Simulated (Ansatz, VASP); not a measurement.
## HfGeF in VASP and in Ansatz

```
Hf F Ge
1.0
     3.36963    0.00000    0.00000
     0.00000    3.36963    0.00000
     0.00000    0.00000    7.40100
Hf F Ge
2 2 2
Direct
  0.00000 0.50000 0.24100
  0.50000 0.00000 0.75900
  0.00000 0.50000 0.62000
  0.50000 0.00000 0.38000
  0.00000 0.00000 0.00000
  0.50000 0.50000 0.00000
```

Alike in both runs: task relaxation of cell and atoms; functional PBE; k mesh 5 × 5 × 3; collinear spin.

```csv
,VASP,Ansatz
version,VASP 6.6.1,Ansatz 0.2.0
potentials or method,"VASP PAW PBE potentials, release 64 (Hf_pv, F, Ge_d), cutoff 600 eV",PAW plane waves
occupations,"fermi-dirac, width 0.1 eV",fermi-dirac
valence electrons in the cell,62,94
```

Ansatz gave:

```
gap on the k mesh at the Fermi level, each at its own relaxed structure (eV) : none
net moment per atom (μB)                                                     : 0.00
relaxed volume (Å³/atom)                                                     : 18.01
relaxed cell length with the largest relative difference (Å)                 : 3.859
```

Q: Estimate VASP's values.

A: gap on the k mesh at the Fermi level, each at its own relaxed structure (eV): none; net moment per atom (μB): 0.00; relaxed volume (Å³/atom): 17.70; relaxed cell length with the largest relative difference (Å): 3.826.

A gap of «none» marks a metal or a gap that the smearing closes. VASP's potentials hold 62 valence electrons a cell and Ansatz's 94, so a difference there can come from the potentials and not from the codes. Ansatz's warnings: no starting moments.

The k mesh is coarse, so the values compare programs but aren't converged. Neither program's run includes spin-orbit coupling. Noted on VASP's run: the volume moved by over 15 % at a fixed basis, so the end points are rough.
